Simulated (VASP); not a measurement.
# SnO2: single point with PBE

Crystal: SnO2.

```xyz
3
Lattice="0.0000 2.4844 2.4844 2.4844 0.0000 2.4844 2.4844 2.4844 0.0000" Properties=species:S:1:pos:R:3 pbc="T T T"
Sn    0.0000    0.0000    0.0000
O     1.2422    1.2422    1.2422
O     3.7266    3.7266    3.7266
```

- Program: VASP 6.6.1
- Task: single point
- Functional: PBE
- Potentials or basis: VASP PAW PBE potentials, release 64 (Sn_d, O)
- Cutoff: 600 eV
- k mesh: 4 × 4 × 4
- Occupations: gaussian, width 0.01 eV
- Spin: no spin polarisation

```yaml
Pressure: 25.3 GPa
Band_gap_on_the_k_mesh: 0.88 eV, indirect (least direct gap 2.41 eV)
```

Levels at points of the mesh, in eV from the valence-band top:
| k point | band 11 | band 12 | band 13 | band 14 | band 15 | band 16 |
| --- | --- | --- | --- | --- | --- | --- |
| (0.00, 0.00, 0.00) | -1.53 | -1.53 | -1.53 | 0.88 | 7.31 | 7.31 |
| (0.50, 0.00, 0.00) | -3.70 | -2.29 | -2.29 | 5.47 | 8.29 | 10.99 |
| (0.50, 0.50, 0.00) | -0.22 | -0.22 | -0.18 | 3.58 | 7.78 | 10.21 |

It took 4.4 s on 1 thread of AMD EPYC 9R45 96-Core Processor (Zen 5) (shared host), peak memory 0.12 GiB.

Caveat: the k points lie up to 0.55 Å⁻¹ apart; spin-orbit coupling is left out, which moves the levels of the heavy elements. A k mesh can miss the band edges.
